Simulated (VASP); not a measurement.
Wanted: the native input for a VASP 6.6.1 run.

| Quantity | Value |
| --- | --- |
| Task | single point |
| Functional | PBEsol |
| Potentials or basis | VASP PAW PBE potentials, release 64 (F) |
| Cutoff | 520 eV |
| k mesh | 4 × 4 × 2 |
| Occupations | gaussian, width 0.05 eV |
| Spin | no spin polarisation |
| Dipole correction | no |
| Further INCAR settings | ALGO = Normal; EDIFF = 1e-06; NBANDS = 22 |

The structure of F lies in POSCAR:

```
F
1.0
    3.1291544055     -1.7984322814     -0.2413473825
    3.1291544055      1.7984322814     -0.2413473825
   -2.3528850754      0.0000000000      7.2022286687
F
4
Direct
    0.0848459664      0.0848459664      0.0780195948
    0.9151540336      0.9151540336      0.9219804052
    0.5015719855      0.5015719855      0.5937195244
    0.4984280145      0.4984280145      0.4062804756
```

This cell differs from its parent crystal: atoms shifted along a free coordinate.

These files were run (other wordings do the same):

INCAR

```
SYSTEM = F
PREC = Accurate
ENCUT = 520
EDIFF = 1E-6
ISMEAR = 0
SIGMA = 0.05
LREAL = .FALSE.
LASPH = .TRUE.
NELM = 60
ALGO = Normal
ISIF = 2
LWAVE = .FALSE.
LCHARG = .FALSE.
GGA = PS
NBANDS = 22
```

KPOINTS

```
regular mesh
0
G
  4 4 2
  0 0 0
```

Potentials or basis: VASP PAW PBE potentials, release 64 (F).

Run with:

```console
$ cat potpaw_PBE.64/F/POTCAR > POTCAR
$ mpirun -np 1 vasp_std > vasp.out
```

It gave:

| Property | Result |
| --- | --- |
| Pressure | 7.8 GPa |
| Largest force | 9.875 eV/Å |
| Band gap on the k mesh | 2.58 eV (least direct gap 2.63 eV) |

Caveat: the k points lie up to 0.51 Å⁻¹ apart; the cell differs from its parent crystal (atoms shifted along a free coordinate); the standard files for N, O and F lose accuracy on very short bonds; this functional lacks dispersion, which holds the molecules together, so the pressure and a relaxed volume are unreliable; the PAW data sets were made with another functional, which shifts forces and pressure a little.

Run time: 29 s on 1 thread of Intel(R) Xeon(R) Platinum 8559C (Emerald Rapids), on a shared host, peak memory 0.18 GiB.
